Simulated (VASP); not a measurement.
Crystal: NdHf.

```
Nd Hf
1.0
     3.13360    0.00000    0.00000
     0.00000    3.13360    0.00000
     0.00000    0.00000    9.66194
Nd Hf
2 2
Cartesian
  0.0000 1.5668 1.2561
  1.5668 0.0000 8.4059
  0.0000 1.5668 5.8745
  1.5668 0.0000 3.7875
```

The cell was generated, and may not be a known phase.

```yaml
Program: VASP 6.6.1
Task: relaxation of cell and atoms
Functional: PBE
Potentials_or_basis: VASP PAW PBE potentials, release 64 (Nd_3, Hf_pv), 4f in core
Cutoff: 500 eV
k_mesh: 6 × 6 × 2
Occupations: gaussian, width 0.2 eV
Spin: no spin polarisation
```

At the start: pressure 11.9 GPa; volume 23.72 Å³/atom.

How do energy, volume and symmetry change on relaxing?

Over 8 steps the energy falls by 174.0 meV/atom and the volume is 28.05 Å³/atom (+18.3 %); space group P4/nmm (No. 129, to 0.1 Å) before and after.

Step by step:
```tsv
step	energy change (eV)	largest force (eV/Å)	pressure (GPa)	volume (Å³)
1	0.0000	0.6274	11.94	94.88
2	-0.3599	0.7712	-5.26	121.26
3	-0.5383	0.6577	-0.41	110.49
4	-0.6062	0.5185	-0.25	110.73
5	-0.6582	0.2571	0.24	111.14
6	-0.6754	0.1801	-0.15	112.06
7	-0.6893	0.0889	-0.87	113.88
8	-0.6961	0.0529	0.21	112.22
```

Final structure:
```
CELL_PARAMETERS angstrom
3.33254 0.00000 0.00000
0.00000 3.33254 0.00000
0.00000 0.00000 10.10458
ATOMIC_POSITIONS crystal
Nd 0.00000 0.50000 0.15043
Nd 0.50000 0.00000 0.84957
Hf 0.00000 0.50000 0.59974
Hf 0.50000 0.00000 0.40026
```

Caveat: the volume moved by over 15 % at a fixed basis, so the end points are rough; the relaxation stopped at a loose force limit of 0.08 eV/Å, so its end isn't a converged minimum.
